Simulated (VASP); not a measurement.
Input of a VASP 6.6.1 run:

Contents of INCAR:

```
PREC     = Accurate       # precision mode
ENCUT    = 520            # plane-wave cutoff, eV
EDIFF    = 1E-6           # SCF threshold, eV
ISMEAR   = 1              # smearing method
SIGMA    = 0.1            # smearing width, eV
LREAL    = Auto         
LASPH    = T              # aspherical terms in the spheres
NELM     = 100            # most SCF steps
ALGO     = Normal         # electronic algorithm
ISIF     = 2              # what is computed and relaxed
LWAVE    = F              # write WAVECAR
LCHARG   = T              # write CHGCAR
GGA      = PE             # functional
LELF     = T              # ELF
LVHAR    = T            
NBANDS   = 130            # bands
```

File KPOINTS:

```
Automatic mesh
0
Gamma
  3 3 3
```

The input POSCAR:

```
W16F
1.0
    6.3684112200      0.0000000000      0.0000000000
    0.0000000000      6.3684112200      0.0000000000
    0.0000000000      0.0000000000      6.3684112200
W F
16 1
Direct
    0.0025504006     -0.0049911978     -0.0035220716
    0.2480207300      0.2476900353      0.2453489491
   -0.0011005885     -0.0034850136      0.4963181382
    0.2475834153      0.2476608287      0.7478775845
   -0.0010384066      0.5011744515     -0.0036520883
    0.2480387879      0.7539013789      0.2417130344
    0.0276772328      0.5200273484      0.4962203116
    0.2478076471      0.7537462381      0.7517221854
    0.4926693474     -0.0048867761     -0.0032452364
    0.7480364938      0.2291183703      0.2173590794
    0.4967358248     -0.0034302119      0.4965114360
    0.7474143606      0.2283582121      0.7762925209
    0.4965725188      0.5011143109     -0.0032483769
    0.7480255020      0.7524366493      0.2453944863
    0.4683282685      0.5201686709      0.4967667587
    0.7478637662      0.7525545751      0.7477987579
    0.7479934689      0.3745772560      0.4971211642
```

Potentials or basis: VASP PAW PBE potentials, release 64 (W_sv, F).

Command:

```console
$ cat potpaw_PBE.64/W_sv/POTCAR potpaw_PBE.64/F/POTCAR > POTCAR
$ mpirun -np 1 vasp_std > vasp.out
```

(1) Estimate the largest force.

(2) Predict the pressure.

Results:

(1) 0.145 eV/Å.

(2) 13.8 GPa.

Caveat: an odd number of electrons without spin polarisation forces a metal; a magnetic or distorted state may lie lower.
